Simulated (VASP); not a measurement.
# Sn (I4_1/amd) in VASP: further runs

Sn is run at these levels: PBE; tasks: relaxation of shape and atoms at fixed volume.

Program: VASP 6.6.1. These are calculated values, not measurements. Logs are shortened: lines on timing, memory, paths and dates and some standing lists are left out, and cuts for length are marked.

## (1) The cell of the first run

It takes space group I4_1/amd (No. 141, tetragonal). The conventional cell has a = 4.946 Å, b = 4.946 Å, c = 2.692 Å, α = 90.00°, β = 90.00°, γ = 90.00°. Within 3.4 Å of Sn (site symmetry -4m2) lie 10 Sn at 2.56 to 3.19 Å.

## (2) Relaxation of shape and atoms at fixed volume, PBE

INCAR

```
SYSTEM = Sn
PREC = Accurate
ENCUT = 600
EDIFF = 1E-6
ISMEAR = -1
SIGMA = 0.05
LREAL = .FALSE.
LASPH = .TRUE.
NELM = 100
ALGO = Normal
ISIF = 4
LWAVE = .FALSE.
LCHARG = .FALSE.
GGA = PE
IBRION = 2
NSW = 50
EDIFFG = -0.005
```

KPOINTS

```
regular mesh
0
G
  13 13 13
  0 0 0
```

POSCAR

```
Sn
1.0
   -2.4730988838      2.4730988838      1.3457690901
    2.4730988838     -2.4730988838      1.3457690901
    2.4730988838      2.4730988838     -1.3457690901
Sn
2
Direct
   -0.3750000000     -0.1250000000     -0.2500000000
    0.3750000000      0.1250000000      0.2500000000
```

Potentials or basis: VASP PAW PBE potentials, release 64 (Sn_d).

Launch:

```console
$ cat potpaw_PBE.64/Sn_d/POTCAR > POTCAR
$ mpirun -np 1 vasp_std > vasp.out
```

OUTCAR:

```text
SYSTEM = Sn
   PREC = Accurate
   ENCUT = 600
   EDIFF = 1E-6
   ISMEAR = -1
   LREAL = .FALSE.
   LASPH = .TRUE.
   NELM = 100
   ISIF = 4
   GGA = PE
   IBRION = 2
   NSW = 50
   EDIFFG = -0.005

 ion  position               nearest neighbor table
   1  0.625  0.875  0.750-   2 2.56   2 2.56   2 2.56   2 2.56   2 3.19   2 3.19   2 3.19   2 3.19

   2  0.375  0.125  0.250-   1 2.56   1 2.56   1 2.56   1 2.56   1 3.19   1 3.19   1 3.19   1 3.19

  LATTYP: Found a body centered tetragonal cell.
 ALAT       =     4.9461977676
 C/A-ratio  =     0.5441630737

  Lattice vectors:

 A1 = (  -2.4730988838,   2.4730988838,   1.3457690901)
 A2 = (   2.4730988838,  -2.4730988838,   1.3457690901)
 A3 = (   2.4730988838,   2.4730988838,  -1.3457690901)

Analysis of symmetry for initial positions (statically):
=====================================================================
 Subroutine PRICEL returns:
 Original cell was already a primitive cell.

 Routine SETGRP: Setting up the symmetry group for a
 body centered tetragonal supercell.

 Subroutine GETGRP returns: Found 16 space group operations
 (whereof  4 operations were pure point group operations)
 out of a pool of 16 trial point group operations.

The static configuration has the point symmetry C_2h.
 The point group associated with its full space group is D_4h.

Analysis of symmetry for dynamics (positions and initial velocities):
=====================================================================
 Subroutine PRICEL returns:
 Original cell was already a primitive cell.

 Routine SETGRP: Setting up the symmetry group for a
 body centered tetragonal supercell.

 Subroutine GETGRP returns: Found 16 space group operations
 (whereof  4 operations were pure point group operations)
 out of a pool of 16 trial point group operations.

The dynamic configuration has the point symmetry C_2h.
 The point group associated with its full space group is D_4h.

 Subroutine INISYM returns: Found 16 space group operations
 (whereof  4 operations are pure point group operations),
 and found     1 'primitive' translations

----------------------------------------------------------------------------------------

                                     Primitive cell

  volume of cell :      32.9241

  direct lattice vectors                    reciprocal lattice vectors
    -2.473098884  2.473098884  1.345769090     0.000000000  0.202175499  0.371534763
     2.473098884 -2.473098884  1.345769090     0.202175499  0.000000000  0.371534763
     2.473098884  2.473098884 -1.345769090     0.202175499  0.202175499  0.000000000

  length of vectors
     3.747469896  3.747469896  3.747469896     0.422981102  0.422981102  0.285919332

  position of ions in fractional coordinates (direct lattice)
     0.625000000  0.875000000  0.750000000
     0.375000000  0.125000000  0.250000000

  ion indices of the primitive-cell ions
   primitive index   ion index
                 1           1
                 2           2

----------------------------------------------------------------------------------------

 KPOINTS: regular mesh

Automatic generation of k-mesh.
 Grid dimensions read from file:
 generate k-points for:   13   13   13

 Generating k-lattice:

  Cartesian coordinates                     Fractional coordinates (reciprocal lattice)
     0.000000000  0.015551961  0.028579597     0.076923077 -0.000000000  0.000000000
     0.015551961  0.000000000  0.028579597    -0.000000000  0.076923077  0.000000000
     0.015551961  0.015551961  0.000000000     0.000000000  0.000000000  0.076923077

  Length of vectors
     0.032537008  0.032537008  0.021993795

  Shift w.r.t. Gamma in fractional coordinates (k-lattice)
     0.000000000  0.000000000  0.000000000

 Subroutine IBZKPT returns following result:
 ===========================================

 Found    196 irreducible k-points:

 Following reciprocal coordinates:
            Coordinates               Weight
  0.000000  0.000000  0.000000      1.000000
  0.076923  0.000000 -0.000000      8.000000
  0.153846  0.000000  0.000000      8.000000
  0.230769 -0.000000  0.000000      8.000000
  0.307692  0.000000  0.000000      8.000000
  0.384615  0.000000  0.000000      8.000000
[... 16 lines left out ...]
  0.384615  0.153846  0.000000     16.000000
  0.461538  0.153846 -0.000000     16.000000
 [... further k-points ...]
   k-points           NKPTS =    196   k-points in BZ     NKDIM =    196   number of bands    NBANDS=     18
   number of dos      NEDOS =    301   number of ions     NIONS =      2
   total plane-waves  NPLWV =  27000
   dimension x,y,z NGX =    30 NGY =   30 NGZ =   30
   dimension x,y,z NGXF=    60 NGYF=   60 NGZF=   60
   ions per type =               2
   NGX,Y,Z   is equivalent  to a cutoff of  13.31, 13.31, 13.31 a.u.
   NGXF,Y,Z  is equivalent  to a cutoff of  26.62, 26.62, 26.62 a.u.
 SYSTEM =  Sn
   PREC   = accura    normal or accurate (medium, high low for compatibility)
   ISTART =      0    job   : 0-new  1-cont  2-samecut
   ICHARG =      2    charge: 1-file 2-atom 10-const
   ISPIN  =      1    spin polarized calculation?
   LNONCOLLINEAR =      F non collinear calculations
   LSORBIT =      F    spin-orbit coupling
   LASPH  =      T    aspherical Exc in radial PAW
   ENCUT  =  600.0 eV  44.10 Ry    6.64 a.u.   7.48  7.48  7.48*2*pi/ulx,y,z
   NELM   =    100;   NELMIN=  2; NELMDL= -5     # of ELM steps
   EDIFF  = 0.1E-05   stopping-criterion for ELM
   LREAL  =      F    real-space projection
   EDIFFG = -.5E-02   stopping-criterion for IOM
   NSW    =     50    number of steps for IOM
   IBRION =      2    ionic relax: 0-MD 1-quasi-New 2-CG
   NFREE  =      1    steps in history (QN), initial steepest desc. (CG)
   ISIF   =      4    stress and relaxation
   ISYM   =      2    0-nonsym 1-usesym 2-fastsym
   POTIM  = 0.5000    time-step for ionic-motion
   TEBEG  =    0.0;   TEEND  =   0.0 temperature during run
   PSTRESS=    0.0 pullay stress
   NELECT =      28.0000    total number of electrons
   NUPDOWN=      -1.0000    fix difference up-down
   EMIN   =  10.00;   EMAX   =-10.00  energy-range for DOS
   EFERMI =   0.00;   METHOD = LEGACY
   ISMEAR =    -1;   SIGMA  =   0.05  broadening in eV -4-tet -1-fermi 0-gaus
   EFERMI_NEDOS =   21; number of points for ismear=-14 and -15
   IALGO  =     38    algorithm
   IMIX   =      4    mixing-type and parameters
     AMIX     =   0.40;   BMIX     =  1.00
     AMIX_MAG =   1.60;   BMIX_MAG =  1.00
  volume/ion in A,a.u.               =      16.46       111.09
  Fermi-wavevector in a.u.,A,eV,Ry     =   1.551040  2.931041 32.731878  2.405725
  Thomas-Fermi vector in A             =   2.655617
   LORBIT       =      0    0 simple, 1 ext, 2 COOP (PROOUT), +10 PAW based schemes
   GGA     = PE    functional components
   LHFCALC =     F    Hartree Fock is set to
   AEXX    =    0.0000 exact exchange contribution
   IVDW    =     0    specifies the selected vdW correction
   LEPSILON=     F    determine dielectric tensor
   LRPA    =     F    only Hartree local field effects (RPA)
 conjugate gradient relaxation of ions
 non-spin polarized calculation
  energy-cutoff  :      600.00
  volume of cell :       32.92
 maximum number of plane-waves:      1125
 NGX is ok and might be reduce to    30
   NGX = 15   NGY = 15   NGZ = 15

--------------------------------------- Ionic step        1  -------------------------------------------

 number of electron      27.9999993 magnetization

 Free energy of the ion-electron system (eV)
  ---------------------------------------------------
  ext. energy  EPLUGINS =         0.00000000
  ---------------------------------------------------
  free energy    TOTEN  =        -3.33206083 eV

  energy without entropy =       -3.32826106  energy(sigma->0) =       -3.33016094

------------------------ aborting loop because EDIFF is reached ----------------------------------------

  FORCE on cell =-STRESS in cart. coord.  units (eV):
  Direction    XX          YY          ZZ          XY          YZ          ZX
  --------------------------------------------------------------------------------------
  -------------------------------------------------------------------------------------
  Total       20.2155284     20.2155284     19.6895635     -0.0000000     -0.0000000      0.0000000
  in kB      983.7441802    983.7441802    958.1492599     -0.0000000     -0.0000000      0.0000000
  external PRESSURE =     975.2125401 kB  Pullay stress =       0.0000000 kB

 VOLUME and BASIS-vectors are now :
 -----------------------------------------------------------------------------
  energy-cutoff  :      600.00
  volume of cell :       32.92
      direct lattice vectors                 reciprocal lattice vectors
    -2.473098884  2.473098884  1.345769090     0.000000000  0.202175499  0.371534763
     2.473098884 -2.473098884  1.345769090     0.202175499  0.000000000  0.371534763
     2.473098884  2.473098884 -1.345769090     0.202175499  0.202175499  0.000000000
[... 37 lines left out ...]
 POSITION                                       TOTAL-FORCE (eV/Angst)
 -----------------------------------------------------------------------------------
      2.48360      1.24180      1.00081        -0.000000     -0.000000      0.000000
      0.00000      1.24180      0.33360         0.000000      0.000000     -0.000000
 -----------------------------------------------------------------------------------
    total drift:                                0.000000     -0.000000      0.000000

  FREE ENERGIE OF THE ION-ELECTRON SYSTEM (eV)
  ---------------------------------------------------
  free  energy   TOTEN  =        -3.3307683855 eV

  energy  without entropy=       -3.3266444157  energy(sigma->0) =       -3.32870640

--------------------------------------- Ionic step        3  -------------------------------------------

 number of electron      27.9999995 magnetization

 Free energy of the ion-electron system (eV)
  ---------------------------------------------------
  ext. energy  EPLUGINS =         0.00000000
  ---------------------------------------------------
  free energy    TOTEN  =        -3.33290917 eV

  energy without entropy =       -3.32909933  energy(sigma->0) =       -3.33100425

 E-fermi :  16.1605     XC(G=0): -12.8982

 val. band max:       16.1231467742   @ k =   0.3846   0.2308  -0.0000
 cond. band min:      16.1727068672   @ k =   0.0769   0.0769   0.0769
 fundamental gap:      0.0495600930
 Fermi energy:        16.1605128403

 k-point     1 :       0.0000    0.0000    0.0000
  band No.  band energies     occupation
      1      -7.3341      2.00000
      2      -7.0124      2.00000
      3      -6.9958      2.00000
      4      -6.8883      2.00000
      5      -6.1792      2.00000
      6      -6.1792      2.00000
[... 10 lines left out ...]
     17      24.5686      0.00000
     18      27.1974      0.00000
[... 463 lines left out ...]
 k-point    24 :       0.4615    0.1538   -0.0000
  band No.  band energies     occupation
      1      -7.0671      2.00000
      2      -6.8203      2.00000
      3      -6.7801      2.00000
      4      -6.6043      2.00000
      5      -6.4526      2.00000
      6      -6.3749      2.00000
[... 10 lines left out ...]
     17      20.5536      0.00000
     18      24.0533      0.00000

 [... further k-points ...]
[... 5 lines left out ...]
  --------------------------------------------------------------------------------------
  -------------------------------------------------------------------------------------
  Total       20.0602772     20.0602772     20.0476329      0.0000000     -0.0000000     -0.0000000
  in kB      976.1892257    976.1892257    975.5739151      0.0000000     -0.0000000     -0.0000000
  external PRESSURE =     975.9841222 kB  Pullay stress =       0.0000000 kB

 VOLUME and BASIS-vectors are now :
 -----------------------------------------------------------------------------
  energy-cutoff  :      600.00
  volume of cell :       32.92
      direct lattice vectors                 reciprocal lattice vectors
    -2.477060905  2.477060905  1.341467459     0.000000000  0.201852122  0.372726149
     2.477060905 -2.477060905  1.341467459     0.201852122  0.000000000  0.372726149
     2.477060905  2.477060905 -1.341467459     0.201852122  0.201852122  0.000000000

 POSITION                                       TOTAL-FORCE (eV/Angst)
 -----------------------------------------------------------------------------------
      2.47706      1.23853      1.00610        -0.000000      0.000000     -0.000000
     -0.00000      1.23853      0.33537         0.000000     -0.000000      0.000000
 -----------------------------------------------------------------------------------
    total drift:                                0.000000     -0.000000      0.000000

  FREE ENERGIE OF THE ION-ELECTRON SYSTEM (eV)
  ---------------------------------------------------
  free  energy   TOTEN  =        -3.3329091704 eV

  energy  without entropy=       -3.3290993323  energy(sigma->0) =       -3.33100425

 reached required accuracy - stopping structural energy minimisation
```

Wall time 4.7 min (1 thread of Oxide Virtual Turin-like, shared host); peak memory 0.22 GiB.

Results:

| Quantity | Value |
| --- | --- |
| Free energy | -3.3329 eV |
| Energy gained by relaxing | 0.4 meV/atom |
| Ionic steps | 3 |
| Pressure after relaxing | 97.6 GPa |
| Band gap on the k mesh | zero (bands 14 and 15 overlap by 7.20 eV) |

The path:
```tsv
step	energy change (eV)	largest force (eV/Å)	pressure (GPa)	volume (Å³)
1	0.0000	0.0000	97.52	32.92
2	0.0013	0.0000	97.59	32.92
3	-0.0008	0.0000	97.60	32.92
```

Final structure:
```yaml
crystal:
  lattice:
    - [-2.47706, 2.47706, 1.34147]
    - [2.47706, -2.47706, 1.34147]
    - [2.47706, 2.47706, -1.34147]
  atoms:
    - { symbol: Sn, position: [0.62500, 0.87500, 0.75000] }
    - { symbol: Sn, position: [0.37500, 0.12500, 0.25000] }
```

Caveat: spin-orbit coupling is left out, which moves the levels of the heavy elements.

## (3) Relaxation of shape and atoms at fixed volume, PBE

This run uses another cell than the first one, of 19.30 Å³/atom.

INCAR

```
PREC = Accurate
ENCUT = 600
EDIFF = 1E-7
ISMEAR = -1
SIGMA = 0.05
LREAL = F
LASPH = T
NELM = 60
ALGO = Normal
ISIF = 4
LWAVE = F
LCHARG = F
GGA = PE
IBRION = 2
NSW = 50
EDIFFG = -0.005
```

KPOINTS

```
Automatic mesh
0
Gamma
  13 13 13
```

POSCAR

```
Sn
1.0
   -2.6077650140      2.6077650140      1.4190494254
    2.6077650140     -2.6077650140      1.4190494254
    2.6077650140      2.6077650140     -1.4190494254
Sn
2
Direct
   -0.3750000000     -0.1250000000     -0.2500000000
    0.3750000000      0.1250000000      0.2500000000
```

Potentials or basis: VASP PAW PBE potentials, release 64 (Sn_d).

Launch:

```console
$ cat potpaw_PBE.64/Sn_d/POTCAR > POTCAR
$ mpirun -np 1 vasp_std > vasp.out
```

It took 5.8 min on 1 thread of Oxide Virtual Turin-like, shared host; peak memory 0.25 GiB.

Results (log left out):

| Item | Value |
| --- | --- |
| Free energy | -5.7847 eV |
| Energy gained by relaxing | 0.1 meV/atom |
| Ionic steps | 3 |
| Pressure after relaxing | 46.9 GPa |
| Band gap on the k mesh | zero (bands 14 and 15 overlap by 6.11 eV) |

The path:
```csv
step,energy change (eV),largest force (eV/Å),pressure (GPa),volume (Å³)
1,0.0000,0.0000,46.87,38.60
2,-0.0001,0.0000,46.89,38.60
3,-0.0001,0.0000,46.88,38.60
```

Final structure:
```
Sn
1.0
    -2.60992    2.60992    1.41671
     2.60992   -2.60992    1.41671
     2.60992    2.60992   -1.41671
Sn
2
Cartesian
  2.6099 1.3050 1.0625
  0.0000 1.3050 0.3542
```

Levels at points of the mesh, in eV from the Fermi level:
| k point | band 10 | band 11 | band 12 | band 13 | band 14 | band 15 | band 16 | band 17 | band 18 |
| --- | --- | --- | --- | --- | --- | --- | --- | --- | --- |
| (0.00, 0.00, 0.00) | -21.37 | -14.26 | -3.15 | -3.15 | -2.56 | 2.32 | 7.85 | 7.85 | 9.56 |

Caveat: spin-orbit coupling is left out, which moves the levels of the heavy elements.

The gap in the log of VASP goes by the Fermi energy; the results here count the filled bands.